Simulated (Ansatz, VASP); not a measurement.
## Two plane-wave programs on Ta2N

INCAR

```
PREC = Accurate
ENCUT = 520
EDIFF = 1E-6
ISMEAR = 0
SIGMA = 0.15
LREAL = False
LASPH = True
NELM = 100
ALGO = Normal
ISIF = 2
LWAVE = False
LCHARG = False
GGA = CA
NBANDS = 50
```

The input KPOINTS:

```
Automatic mesh
0
Gamma
  9 9 8
```

Contents of POSCAR:

```
Ta2N
1.0
    5.1609728685      0.0000000000      0.0000000000
   -2.5804864342      4.4695336123      0.0000000000
    0.0000000000      0.0000000000      5.0128529472
Ta N
6 3
Direct
    0.7027876405      0.7027876405      0.7526041962
    0.0000000000      0.2972123595      0.7526041962
    0.2972123595      0.0000000000      0.7526041962
    0.2972123595      0.2972123595      0.2473958038
    0.0000000000      0.7027876405      0.2473958038
    0.7027876405      0.0000000000      0.2473958038
    0.6666666667      0.3333333333      0.5000000000
    0.3333333333      0.6666666667      0.5000000000
    0.0000000000      0.0000000000      0.0000000000
```

Input for Ansatz:

```yaml
crystal:
  lattice:
    - [5.1609728685, 0.0, 0.0]
    - [-2.5804864342, 4.4695336123, 0.0]
    - [0.0, 0.0, 5.0128529472]
  atoms:
    - { symbol: Ta, position: [0.7027876405, 0.7027876405, 0.7526041962] }
    - { symbol: Ta, position: [0.0, 0.2972123595, 0.7526041962] }
    - { symbol: Ta, position: [0.2972123595, 0.0, 0.7526041962] }
    - { symbol: Ta, position: [0.2972123595, 0.2972123595, 0.2473958038] }
    - { symbol: Ta, position: [0.0, 0.7027876405, 0.2473958038] }
    - { symbol: Ta, position: [0.7027876405, 0.0, 0.2473958038] }
    - { symbol: "N", position: [0.6666666667, 0.3333333333, 0.5] }
    - { symbol: "N", position: [0.3333333333, 0.6666666667, 0.5] }
    - { symbol: "N", position: [0.0, 0.0, 0.0] }
basis:
  ecutwfc: 520.0
kpoints:
  mp_grid: { grid: [9, 9, 8] }
hamiltonian:
  xc: lda
  pseudopotentials: { kind: paw, azcp: { folder: soft_1 } }
scf:
  occupations: { method: gaussian, width: 0.15 }
output:
  forces: true
  stress: true
  eigenvalues: true
```

Alike in both runs: task single point; functional LDA; k mesh 9 × 9 × 8; occupations gaussian, width 0.15 eV; no spin polarisation.

|  | VASP | Ansatz |
| --- | --- | --- |
| version | VASP 6.6.1 | Ansatz 0.2.0 |
| potentials or method | VASP PAW LDA potentials, release 64 (Ta_pv, N), cutoff 520 eV | scalar-relativistic, plane waves, PAW |
| valence electrons in the cell | 81 | 93 |

VASP gave:

- gap on the k mesh at the Fermi level (eV): none
- pressure (GPa): 16.1
- traceless stress, the component that is largest in VASP (GPa): -10.89
- rms of the force components (eV/Å): 3.308

**Question.** Which values does Ansatz return?

**Answer.** gap on the k mesh at the Fermi level (eV): none; pressure (GPa): 14.3; traceless stress, the component that is largest in VASP (GPa): -10.94; rms of the force components (eV/Å): 3.275.

Ansatz warns that its potentials were made for another functional, while VASP's fit it. LDA's correlation is that of Perdew and Zunger in VASP and of Perdew and Wang (1992) in Ansatz. Atom by atom the forces differ by 0.034 eV/Å (rms over components). A gap of «none» marks a metal or a gap that the smearing closes. VASP's potentials hold 81 valence electrons a cell and Ansatz's 93, so a difference there can come from the potentials and not from the codes.

Neither program's run includes spin-orbit coupling.
